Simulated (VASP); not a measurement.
Input of a VASP 6.6.1 run:

INCAR

```
PREC     = Accurate       # precision mode
ENCUT    = 520            # plane-wave cutoff, eV
EDIFF    = 1E-6           # SCF threshold, eV
ISMEAR   = 0              # smearing method
SIGMA    = 0.1            # smearing width, eV
LREAL    = False          # projectors in reciprocal space
LASPH    = True           # aspherical terms in the spheres
NELM     = 100            # most SCF steps
ALGO     = Fast           # electronic algorithm
ISIF     = 2              # what is computed and relaxed
LWAVE    = False          # write WAVECAR
LCHARG   = False          # write CHGCAR
GGA      = PE             # functional
NBANDS   = 38             # bands
```

File KPOINTS:

```
regular mesh
0
Gamma
  6 6 2
```

POSCAR

```
Cu3W2
1.0
    3.3382495100      0.0000000000      0.0000000000
    0.0000000000      3.3382495100      0.0000000000
    0.0000000000      0.0000000000      8.0491516800
Cu W
3 2
Direct
    0.0000000000      0.0000000000      0.5000000000
    0.5000000000      0.5000000000      0.6024216000
    0.5000000000      0.5000000000      0.3975784000
    0.0000000000      0.0000000000      0.0000000000
    0.5000000000      0.5000000000      0.0000000000
```

Potentials or basis: VASP PAW PBE potentials, release 64 (Cu, W_sv).

Command:

```bash
$ cat potpaw_PBE.64/Cu/POTCAR potpaw_PBE.64/W_sv/POTCAR > POTCAR
$ mpirun -np 1 vasp_std > vasp.out
```

Estimate the band gap on the k mesh.

zero (an odd number of electrons rules out a gap without spin polarisation).

What does it give for the largest force?

21.174 eV/Å.

Forces in eV/Å, atoms in the order of the input:
```
Cu    0.000   0.000   0.000
Cu    0.000   0.000  21.174
Cu    0.000   0.000 -21.174
W     0.000   0.000   0.000
W     0.000   0.000   0.000
```

Caveat: the k points lie up to 0.39 Å⁻¹ apart, too coarse for converged energies and pressures of a metal; atoms lie so close that the PAW spheres overlap strongly, which falsifies energies and pressures; spin-orbit coupling is left out, which moves the levels of the heavy elements; forces of over 1 eV/Å act on the atoms, so gaps and moduli don't describe the material at rest.
